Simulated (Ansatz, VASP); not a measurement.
**BN: VASP beside Ansatz**

```
B N
1.0
     2.50872    0.00000    0.00000
    -1.25436    2.17262    0.00000
     0.00000    0.00000   20.00000
B N
1 1
Cartesian
  1.2544 0.7242 10.0000
  0.0000 1.4484 10.0000
```

Alike in both runs: task single point; functional PBE; dispersion D3(BJ); k mesh 48 × 48 × 1; occupations gaussian, width 0.05 eV; no spin polarisation.

```csv
,VASP,Ansatz
version,VASP 6.6.1,Ansatz 0.2.0
potentials or method,"VASP PAW PBE potentials, release 64 (B, N), cutoff 520 eV","scalar-relativistic, plane waves, PAW"
valence electrons in the cell,8,8
```

VASP gave:

| Property | Result |
| --- | --- |
| gap on the k mesh at the Fermi level (eV) | 4.67 |

**Question.** Estimate Ansatz's values.

**Answer.** gap on the k mesh at the Fermi level (eV): 4.68.

Ansatz's warnings: xc potential rough in thin density.
